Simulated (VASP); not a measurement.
MoS2, 6 atoms in the cell. The structure is hexagonal, space group P6_3/mmc (No. 194). Conventional cell: a = 3.142 Å, b = 3.142 Å, c = 12.947 Å, α = 90.00°, β = 90.00°, γ = 120.00°. Within 3.2 Å of Mo (site symmetry -6m2) lie 6 S at 2.42 Å and 6 Mo at 3.14 Å. S (site symmetry 3m) has 3 Mo at 2.42 Å and 6 S at 3.14 Å within 3.2 Å. 

| Item | Value |
| --- | --- |
| Program | VASP 6.6.1 |
| Task | single point |
| Functional | PBEsol |
| Potentials or basis | VASP PAW PBE potentials, release 64 (Mo_sv, S) |
| Cutoff | 520 eV |
| k mesh | 12 × 12 × 2 |
| Occupations | methfessel-paxton, width 0.161 eV |
| Spin | no spin polarisation |
| Dipole correction | no |
| Further INCAR settings | ALGO = Normal; EDIFF = 1e-06; NBANDS = 35 |

Potentials or basis: VASP PAW PBE potentials, release 64 (Mo_sv, S).

Launch:

```sh
$ cat potpaw_PBE.64/Mo_sv/POTCAR potpaw_PBE.64/S/POTCAR > POTCAR
$ mpirun -np 1 vasp_std > vasp.out
```

Hardware: 1 thread of Intel Xeon 6975P-C, with other jobs on the host.

Q: How long does it take, and how much memory?

A: Run time: 120 s on 1 thread of Intel Xeon 6975P-C (shared host), peak memory 0.29 GiB. Counts: scf iterations 15, k points 38.
